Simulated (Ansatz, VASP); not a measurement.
One calculation of Zn, two programs

File INCAR:

```
PREC = Accurate ; ENCUT = 520
EDIFF = 1E-6 ; ISMEAR = -1
SIGMA = 0.1 ; LREAL = False
LASPH = True ; NELM = 100
ALGO = Normal ; ISIF = 2
LWAVE = False ; LCHARG = False
GGA = CA ; NBANDS = 12
```

KPOINTS

```
regular mesh
0
Gamma
  16 16 16
```

POSCAR

```
Zn
1.0
   -1.4860006247      1.4860006247      1.4860006247
    1.4860006247     -1.4860006247      1.4860006247
    1.4860006247      1.4860006247     -1.4860006247
Zn
1
Direct
    0.0000000000      0.0000000000      0.0000000000
```

Input for Ansatz:

```yaml
crystal:
  lattice:
    - [-1.4860006247, 1.4860006247, 1.4860006247]
    - [1.4860006247, -1.4860006247, 1.4860006247]
    - [1.4860006247, 1.4860006247, -1.4860006247]
  atoms:
    - { symbol: Zn, position: [0.0, 0.0, 0.0] }
hamiltonian:
  xc: lda
  pseudopotentials:
    kind: paw
    azcp:
      Zn: "pseudopotentials/Zn.paw.azcp"
basis:
  ecutwfc: 420
  fft_grid_basis: typed
kpoints:
  mp_grid: { grid: [16, 16, 16], shift: [0, 0, 0] }
magnetization:
  spin_polarized: false
scf:
  occupations: { method: fermi_dirac, width: 0.1 }
  lower_state_search: "off"
output:
  stress: true
```

Alike in both runs: task single point; functional LDA; k mesh 16 × 16 × 16; occupations fermi-dirac, width 0.1 eV; no spin polarisation.

```csv
,VASP,Ansatz
version,VASP 6.6.1,Ansatz 0.2.0
potentials or method,"VASP PAW LDA potentials, release 64 (Zn), cutoff 520 eV","plane waves (420 eV) with PAW, scalar-relativistic"
valence electrons in the cell,12,12
```

```csv
,VASP,Ansatz,Ansatz less VASP
pressure (GPa),5.3,4.6,-0.76
```

Ansatz warns that its potentials were made for another functional, while VASP's fit it. LDA's correlation is that of Perdew and Zunger in VASP and of Perdew and Wang (1992) in Ansatz.
